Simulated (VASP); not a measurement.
# SiC3 (P-6m2) in VASP: notebook

The runs below take SiC3 through single point, with PBE.

All numbers are computed with VASP 6.6.1; they aren't measurements. Logs are shortened: lines on timing, memory, paths and dates and some standing lists are left out, and cuts for length are marked.

### Step 1. The cell of the first run

Symmetry: P-6m2, No. 187, hexagonal system. Conventional cell: a = 2.672 Å, b = 2.672 Å, c = 8.674 Å, α = 90.00°, β = 90.00°, γ = 120.00°. Within 3.5 Å of Si (site symmetry -6m2) lie 6 C at 2.66 Å and 6 Si at 2.67 Å. Within 3.5 Å of C (site symmetry -6m2) lie 12 C at 2.66 to 2.67 Å. C (site symmetry 3m) has 3 Si at 2.66 Å and 9 C at 2.66 to 2.67 Å within 3.5 Å.

### Step 2. Single point, PBE, collinear spin, ferromagnetic start

INCAR

```
SYSTEM = SiC3
PREC = Accurate
ENCUT = 520
EDIFF = 1E-7
ISMEAR = 0
SIGMA = 0.1
LREAL = .False.
LASPH = .True.
NELM = 150
ALGO = Normal
ISIF = 2
LWAVE = .False.
LCHARG = .True.
ISPIN = 2
MAGMOM = 0 1 1 1
LORBIT = 11
GGA = PE
LELF = .True.
LVHAR = .True.
NBANDS = 20
```

KPOINTS

```
Automatic mesh
0
Gamma
  6 6 2
  0 0 0
```

POSCAR

```
SiC3
1.0
    2.6720936500      0.0000000000      0.0000000000
   -1.3360468300      2.3141009800      0.0000000000
    0.0000000000      0.0000000000      8.6744468400
Si C
1 3
Direct
    0.3333333300      0.6666666700      0.5000000000
    0.3333333300      0.6666666700      0.0000000000
    0.6666666700      0.3333333300      0.2500000000
    0.6666666700      0.3333333300      0.7500000000
```

Potentials or basis: VASP PAW PBE potentials, release 64 (Si, C).

Started as:

```
$ cat potpaw_PBE.64/Si/POTCAR potpaw_PBE.64/C/POTCAR > POTCAR
$ mpirun -np 1 vasp_std > vasp.out
```

OUTCAR:

```text
SYSTEM = SiC3
   PREC = Accurate
   ENCUT = 520
   EDIFF = 1E-7
   ISMEAR = 0
   LREAL = .False.
   LASPH = .True.
   NELM = 150
   ISIF = 2
   ISPIN = 2
   LORBIT = 11
   GGA = PE

 ion  position               nearest neighbor table
   1  0.333  0.667  0.500-
   2  0.333  0.667  0.000-
   3  0.667  0.333  0.250-
   4  0.667  0.333  0.750-

  LATTYP: Found a hexagonal cell.
 ALAT       =     2.6720936500
 C/A-ratio  =     3.2463109367

  Lattice vectors:

 A1 = (   2.6720936500,   0.0000000000,   0.0000000000)
 A2 = (  -1.3360468300,   2.3141009800,   0.0000000000)
 A3 = (   0.0000000000,   0.0000000000,   8.6744468400)

Analysis of symmetry for initial positions (statically):
=====================================================================
 Subroutine PRICEL returns:
 Original cell was already a primitive cell.

 Routine SETGRP: Setting up the symmetry group for a
 hexagonal supercell.

 Subroutine GETGRP returns: Found 12 space group operations
 (whereof 12 operations were pure point group operations)
 out of a pool of 24 trial point group operations.

The static configuration has the point symmetry D_3h.

Analysis of symmetry for dynamics (positions and initial velocities):
=====================================================================
 Subroutine PRICEL returns:
 Original cell was already a primitive cell.

 Routine SETGRP: Setting up the symmetry group for a
 hexagonal supercell.

 Subroutine GETGRP returns: Found 12 space group operations
 (whereof 12 operations were pure point group operations)
 out of a pool of 24 trial point group operations.

The dynamic configuration has the point symmetry D_3h.

Analysis of structural, dynamic, and magnetic symmetry:
=====================================================================
 Subroutine PRICEL returns:
 Original cell was already a primitive cell.

 Routine SETGRP: Setting up the symmetry group for a
 hexagonal supercell.

 Subroutine GETGRP returns: Found 12 space group operations
 (whereof 12 operations were pure point group operations)
 out of a pool of 24 trial point group operations.

The overall configuration has the point symmetry D_3h.

 Subroutine INISYM returns: Found 12 space group operations
 (whereof 12 operations are pure point group operations),
 and found     1 'primitive' translations

----------------------------------------------------------------------------------------

                                     Primitive cell

  volume of cell :      53.6384

  direct lattice vectors                    reciprocal lattice vectors
     2.672093650  0.000000000  0.000000000     0.374238380  0.216066631  0.000000000
    -1.336046830  2.314100980  0.000000000     0.000000000  0.432133260  0.000000000
     0.000000000  0.000000000  8.674446840     0.000000000  0.000000000  0.115281126

  length of vectors
     2.672093650  2.672093651  8.674446840     0.432133260  0.432133260  0.115281126

  position of ions in fractional coordinates (direct lattice)
     0.333333330  0.666666670  0.500000000
     0.333333330  0.666666670  0.000000000
     0.666666670  0.333333330  0.250000000
     0.666666670  0.333333330  0.750000000

  ion indices of the primitive-cell ions
   primitive index   ion index
                 1           1
                 2           2
                 3           3
                 4           4

----------------------------------------------------------------------------------------

 KPOINTS: Automatic mesh

Automatic generation of k-mesh.
 Grid dimensions read from file:
 generate k-points for:    6    6    2

 Generating k-lattice:

  Cartesian coordinates                     Fractional coordinates (reciprocal lattice)
     0.062373063  0.036011105  0.000000000     0.166666667  0.000000000  0.000000000
     0.000000000  0.072022210  0.000000000     0.000000000  0.166666667  0.000000000
     0.000000000  0.000000000  0.057640563     0.000000000  0.000000000  0.500000000

  Length of vectors
     0.072022210  0.072022210  0.057640563

  Shift w.r.t. Gamma in fractional coordinates (k-lattice)
     0.000000000  0.000000000  0.000000000

 Subroutine IBZKPT returns following result:
 ===========================================

 Found     14 irreducible k-points:

 Following reciprocal coordinates:
            Coordinates               Weight
  0.000000  0.000000  0.000000      1.000000
  0.166667  0.000000  0.000000      6.000000
  0.333333 -0.000000  0.000000      6.000000
  0.500000  0.000000  0.000000      3.000000
  0.166667  0.166667  0.000000      6.000000
  0.333333  0.166667  0.000000     12.000000
  0.333333  0.333333  0.000000      2.000000
  0.000000  0.000000  0.500000      1.000000
  0.166667  0.000000  0.500000      6.000000
  0.333333 -0.000000  0.500000      6.000000
  0.500000  0.000000  0.500000      3.000000
  0.166667  0.166667  0.500000      6.000000
  0.333333  0.166667  0.500000     12.000000
  0.333333  0.333333  0.500000      2.000000
   k-points           NKPTS =     14   k-points in BZ     NKDIM =     14   number of bands    NBANDS=     20
   number of dos      NEDOS =    301   number of ions     NIONS =      4
   total plane-waves  NPLWV =  28000
   dimension x,y,z NGX =    20 NGY =   20 NGZ =   70
   dimension x,y,z NGXF=    40 NGYF=   40 NGZF=  140
   ions per type =               1   3
   NGX,Y,Z   is equivalent  to a cutoff of  12.44, 12.44, 13.42 a.u.
   NGXF,Y,Z  is equivalent  to a cutoff of  24.89, 24.89, 26.83 a.u.
 SYSTEM =  SiC3
   PREC   = accura    normal or accurate (medium, high low for compatibility)
   ISTART =      0    job   : 0-new  1-cont  2-samecut
   ICHARG =      2    charge: 1-file 2-atom 10-const
   ISPIN  =      2    spin polarized calculation?
   LNONCOLLINEAR =      F non collinear calculations
   LSORBIT =      F    spin-orbit coupling
   LASPH  =      T    aspherical Exc in radial PAW
   ENCUT  =  520.0 eV  38.22 Ry    6.18 a.u.   4.97  4.97 16.13*2*pi/ulx,y,z
   NELM   =    150;   NELMIN=  2; NELMDL= -5     # of ELM steps
   EDIFF  = 0.1E-06   stopping-criterion for ELM
   LREAL  =      F    real-space projection
   EDIFFG = 0.1E-05   stopping-criterion for IOM
   NSW    =      0    number of steps for IOM
   IBRION =     -1    ionic relax: 0-MD 1-quasi-New 2-CG
   NFREE  =      0    steps in history (QN), initial steepest desc. (CG)
   ISIF   =      2    stress and relaxation
   ISYM   =      2    0-nonsym 1-usesym 2-fastsym
   POTIM  = 0.5000    time-step for ionic-motion
   TEBEG  =    0.0;   TEEND  =   0.0 temperature during run
   PSTRESS=    0.0 pullay stress
   NELECT =      16.0000    total number of electrons
   NUPDOWN=      -1.0000    fix difference up-down
   EMIN   =  10.00;   EMAX   =-10.00  energy-range for DOS
   EFERMI =   0.00;   METHOD = LEGACY
   ISMEAR =     0;   SIGMA  =   0.10  broadening in eV -4-tet -1-fermi 0-gaus
   EFERMI_NEDOS =   21; number of points for ismear=-14 and -15
   IALGO  =     38    algorithm
   IMIX   =      4    mixing-type and parameters
     AMIX     =   0.40;   BMIX     =  1.00
     AMIX_MAG =   1.60;   BMIX_MAG =  1.00
  volume/ion in A,a.u.               =      13.41        90.49
  Fermi-wavevector in a.u.,A,eV,Ry     =   1.093846  2.067069 16.279362  1.196499
  Thomas-Fermi vector in A             =   2.230139
   LORBIT       =     11    0 simple, 1 ext, 2 COOP (PROOUT), +10 PAW based schemes
   GGA     = PE    functional components
   LHFCALC =     F    Hartree Fock is set to
   AEXX    =    0.0000 exact exchange contribution
   IVDW    =     0    specifies the selected vdW correction
   LEPSILON=     F    determine dielectric tensor
   LRPA    =     F    only Hartree local field effects (RPA)
 spin polarized calculation
 Gauss-broadening in eV      SIGMA  =   0.10
  energy-cutoff  :      520.00
  volume of cell :       53.64
 maximum number of plane-waves:      1479
 NGX is ok and might be reduce to    20
   NGX =  9   NGY =  9   NGZ = 33

 number of electron      16.0000000 magnetization       0.0001996

 number of electron      16.0000000 magnetization      -0.0003759

 Free energy of the ion-electron system (eV)
  ---------------------------------------------------
  ext. energy  EPLUGINS =         0.00000000
  ---------------------------------------------------
  free energy    TOTEN  =       -16.83729910 eV

  energy without entropy =      -16.81503272  energy(sigma->0) =      -16.82616591

 E-fermi :   3.8085     XC(G=0): -10.3455

 val. band max:        3.7786761138   @ k =   0.3333   0.1667   0.5000
 cond. band min:       3.8430635081   @ k =   0.3333  -0.0000   0.5000
 fundamental gap:      0.0643873944
 Fermi energy:         3.8085102596

 spin component 1

 k-point     1 :       0.0000    0.0000    0.0000
  band No.  band energies     occupation
      1      -9.5951      1.00000
      2      -7.8714      1.00000
      3      -7.5701      1.00000
      4      -4.2106      1.00000
      5      -0.9407      1.00000
      6       4.4094      0.00000
[... 12 lines left out ...]
     19      17.0889      0.00000
[... 282 lines left out ...]
      3      -3.2517      1.00000
      4      -0.3453      1.00000
      5       0.2423      1.00000
      6       1.0349      1.00000
[... 12 lines left out ...]
     19      17.3662      0.00000
     20      19.4036      0.00000
 Fermi energy:         3.8085102596

 spin component 2

 k-point     1 :       0.0000    0.0000    0.0000
  band No.  band energies     occupation
      1      -9.5953      1.00000
      2      -7.8717      1.00000
      3      -7.5700      1.00000
      4      -4.2108      1.00000
      5      -0.9408      1.00000
      6       4.4092      0.00000
[... 12 lines left out ...]
     19      17.0887      0.00000
[... 283 lines left out ...]
      4      -0.3455      1.00000
      5       0.2422      1.00000
      6       1.0347      1.00000
[... 12 lines left out ...]
     19      17.3661      0.00000
     20      19.4034      0.00000

------------------------ aborting loop because EDIFF is reached ----------------------------------------

  FORCE on cell =-STRESS in cart. coord.  units (eV):
  Direction    XX          YY          ZZ          XY          YZ          ZX
  --------------------------------------------------------------------------------------
  -------------------------------------------------------------------------------------
  Total       -6.5928706     -6.5928706    -10.6023456      0.0000000      0.0000000     -0.0000000
  in kB     -196.9288576   -196.9288573   -316.6917643      0.0000004      0.0000000     -0.0000000
  external PRESSURE =    -236.8498264 kB  Pullay stress =       0.0000000 kB

 VOLUME and BASIS-vectors are now :
 -----------------------------------------------------------------------------
  energy-cutoff  :      520.00
  volume of cell :       53.64
      direct lattice vectors                 reciprocal lattice vectors
     2.672093650  0.000000000  0.000000000     0.374238380  0.216066631  0.000000000
    -1.336046830  2.314100980  0.000000000     0.000000000  0.432133260  0.000000000
     0.000000000  0.000000000  8.674446840     0.000000000  0.000000000  0.115281126

 POSITION                                       TOTAL-FORCE (eV/Angst)
 -----------------------------------------------------------------------------------
     -0.00000      1.54273      4.33722         0.000000      0.000000      0.000000
     -0.00000      1.54273      0.00000        -0.000000      0.000000      0.000000
      1.33605      0.77137      2.16861        -0.000000     -0.000000     -0.146188
      1.33605      0.77137      6.50584        -0.000000      0.000000      0.146188
 -----------------------------------------------------------------------------------
    total drift:                               -0.000004      0.000002      0.000000

  FREE ENERGIE OF THE ION-ELECTRON SYSTEM (eV)
  ---------------------------------------------------
  free  energy   TOTEN  =       -16.8372991020 eV

  energy  without entropy=      -16.8150327198  energy(sigma->0) =      -16.82616591

 total charge

# of ion       s       p       d       tot
------------------------------------------
    1        0.841   0.632   0.000   1.473
    2        1.082   0.842   0.000   1.924
    3        1.055   0.922   0.000   1.977
    4        1.055   0.922   0.000   1.977
--------------------------------------------------
tot          4.033   3.319   0.000   7.352

 magnetization (x)

# of ion       s       p       d       tot
------------------------------------------
    1       -0.000  -0.000   0.000  -0.000
    2        0.000   0.000   0.000   0.000
    3       -0.000  -0.000   0.000  -0.000
    4       -0.000  -0.000   0.000  -0.000
--------------------------------------------------
tot         -0.000  -0.000   0.000  -0.000
```

Run time: 30 s. Hardware: 1 thread of Intel Xeon 6975P-C (Granite Rapids), shared host; peak memory 0.18 GiB.

What came out:

| Item | Value |
| --- | --- |
| Free energy | -16.8373 eV |
| Pressure | -23.7 GPa |
| Largest force | 0.146 eV/Å |
| Band gap on the k mesh | zero (filled and empty bands overlap) |
| Net moment | 0.00 μB per cell |
| Valence electrons inside the program's atomic spheres | Si 1.47; C 1.92, 1.98 |

Forces in eV/Å, atoms in the order of the input:
```
Si   0.000  0.000  0.000
C    0.000  0.000  0.000
C    0.000  0.000 -0.146
C    0.000  0.000  0.146
```

Caveat: the k points lie up to 0.45 Å⁻¹ apart.

(Continued in part 2 of 2.)
